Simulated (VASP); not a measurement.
HfN, 2 atoms in the cell. The structure is tetragonal, space group I4/mmm (No. 139). Conventional cell: a = 3.035 Å, b = 3.035 Å, c = 4.518 Å, α = 90.00°, β = 90.00°, γ = 90.00°. Hf (site symmetry 4/mmm) has 6 N at 2.15 to 2.26 Å within 2.8 Å. Within 2.8 Å of N (site symmetry 4/mmm) lie 6 Hf at 2.15 to 2.26 Å.  This cell differs from its parent crystal: strain -0.050 along x and y, +0.000 along z.

* Program: VASP 6.6.1
* Task: single point
* Functional: r2SCAN
* Potentials or basis: VASP PAW PBE potentials, release 64 (Hf_pv, N)
* Cutoff: 520 eV
* k mesh: 18 × 18 × 18
* Occupations: gaussian, width 0.15 eV
* Spin: no spin polarisation
* Dipole correction: no
* Further INCAR settings: ALGO = Normal; EDIFF = 1e-07; NBANDS = 14

Potentials or basis: VASP PAW PBE potentials, release 64 (Hf_pv, N).

Run with:

```console
$ cat potpaw_PBE.64/Hf_pv/POTCAR potpaw_PBE.64/N/POTCAR > POTCAR
$ cp INCAR.step1 INCAR
$ mpirun -np 1 vasp_std > vasp.out
$ cp INCAR.step2 INCAR
$ mpirun -np 1 vasp_std > vasp.out
```

Hardware: 1 thread of Intel Xeon 8259CL (shared host).

**Question.** Estimate the wall time of this run.

**Answer.** It took 9.6 min on 1 thread of Intel Xeon 8259CL (shared host), peak memory 0.27 GiB. Counts: k points 480.
